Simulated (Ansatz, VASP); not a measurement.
Si2SnB3: VASP beside Ansatz

INCAR

```
PREC     = Accurate       # precision mode
ENCUT    = 520            # plane-wave cutoff, eV
EDIFF    = 1E-6           # SCF threshold, eV
ISMEAR   = 0              # smearing method
SIGMA    = 0.2            # smearing width, eV
LREAL    = False          # projectors in reciprocal space
LASPH    = True           # aspherical terms in the spheres
NELM     = 100            # most SCF steps
ALGO     = Normal         # electronic algorithm
ISIF     = 2              # what is computed and relaxed
LWAVE    = False          # write WAVECAR
LCHARG   = True           # write CHGCAR
GGA      = PE             # functional
LELF     = True           # ELF
LVHAR    = True         
NBANDS   = 43             # bands
```

File KPOINTS:

```
Automatic mesh
0
Gamma
  4 4 4
```

POSCAR

```
Si2SnB3
1.0
    3.4070783138     -4.1317682323      0.0000000000
    3.4070783138      4.1317682323      0.0000000000
    0.0000000000      0.0000000000      5.9207234586
Si Sn B
4 2 6
Direct
    0.0000000000      0.5000000000      0.3130095513
    0.0000000000      0.5000000000      0.7202700698
    0.5000000000      0.0000000000      0.3130095513
    0.5000000000      0.0000000000      0.7202700698
    1.0000000000      1.0000000000      0.9568549951
    0.0000000000      0.0000000000      0.4614150354
    0.6084634533      0.3915365467      0.2473179026
    0.6062023157      0.3937976843      0.7570948858
    0.3915365467      0.6084634533      0.2473179026
    0.3937976843      0.6062023157      0.7570948858
    0.5000000000      0.5000000000      0.5021248660
    0.5000000000      0.5000000000      0.0034444819
```

Input for Ansatz:

```yaml
crystal:
  lattice:
    - [3.4070783138, -4.1317682323, 0.0]
    - [3.4070783138, 4.1317682323, 0.0]
    - [0.0, 0.0, 5.9207234586]
  atoms:
    - { symbol: Si, position: [0.0, 0.5, 0.3130095513] }
    - { symbol: Si, position: [0.0, 0.5, 0.7202700698] }
    - { symbol: Si, position: [0.5, 0.0, 0.3130095513] }
    - { symbol: Si, position: [0.5, 0.0, 0.7202700698] }
    - { symbol: Sn, position: [1.0, 1.0, 0.9568549951] }
    - { symbol: Sn, position: [0.0, 0.0, 0.4614150354] }
    - { symbol: B, position: [0.6084634533, 0.3915365467, 0.2473179026] }
    - { symbol: B, position: [0.6062023157, 0.3937976843, 0.7570948858] }
    - { symbol: B, position: [0.3915365467, 0.6084634533, 0.2473179026] }
    - { symbol: B, position: [0.3937976843, 0.6062023157, 0.7570948858] }
    - { symbol: B, position: [0.5, 0.5, 0.502124866] }
    - { symbol: B, position: [0.5, 0.5, 0.0034444819] }
basis:
  ecutwfc: 420
kpoints:
  mp_grid: { grid: [4, 4, 4] }
hamiltonian:
  xc: pbe
scf:
  occupations: { method: gaussian, width: 0.2 }
  lower_state_search: "off"
output:
  forces: true
  stress: true
  eigenvalues: true
```

Alike in both runs: task single point; functional PBE; k mesh 4 × 4 × 4; occupations gaussian, width 0.2 eV; no spin polarisation.

```csv
,VASP,Ansatz
version,VASP 6.6.1,Ansatz 0.2.0
potentials or method,"VASP PAW PBE potentials, release 64 (Si, Sn_d, B), cutoff 520 eV","scalar-relativistic, plane waves, PAW"
valence electrons in the cell,62,62
```

VASP gave:

- gap on the k mesh at the Fermi level (eV): none
- pressure (GPa): 0.2
- traceless stress, the component that is largest in VASP (GPa): 0.24
- rms of the force components (eV/Å): 0.039

Question: What did Ansatz give for the same quantities?

Answer: gap on the k mesh at the Fermi level (eV): none; pressure (GPa): 0.2; traceless stress, the component that is largest in VASP (GPa): 0.24; rms of the force components (eV/Å): 0.040.

Atom by atom the forces differ by 0.003 eV/Å (rms over components). A gap of «none» marks a metal or a gap that the smearing closes. With one functional, cell and mesh, what is left measures potentials, basis and numerics.
